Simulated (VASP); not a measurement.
A run of VASP 6.6.1:

Contents of INCAR:

```
SYSTEM = Tl
ALGO = Normal
EDIFF = 1E-6
ENCUT = 520
GGA = PE
ISIF = 2
ISMEAR = -1
LASPH = .TRUE.
LCHARG = .FALSE.
LREAL = .FALSE.
LWAVE = .FALSE.
NBANDS = 20
NELM = 100
PREC = Accurate
SIGMA = 0.1
```

Contents of KPOINTS:

```
k-points
0
G
  8 8 8
  0 0 0
```

POSCAR

```
Tl
1.0
    0.0000000000      3.5660074013      3.5660074013
    3.5660074013      0.0000000000      3.5660074013
    3.5660074013      3.5660074013      0.0000000000
Tl
2
Direct
    0.1250000000      0.1250000000      0.1250000000
    0.8750000000      0.8750000000      0.8750000000
```

Potentials or basis: VASP PAW PBE potentials, release 64 (Tl_d).

Command:

```console
$ cat potpaw_PBE.64/Tl_d/POTCAR > POTCAR
$ mpirun -np 1 vasp_std > vasp.out
```

Hardware: 1 thread of Intel(R) Xeon(R) Platinum 8488C (Sapphire Rapids) (shared host).

**Question.** How long does it take, and how much memory?

**Answer.** It took 36 s on 1 thread of Intel(R) Xeon(R) Platinum 8488C (Sapphire Rapids) (shared host), peak memory 0.25 GiB. Counts: scf iterations 12, k points 29.
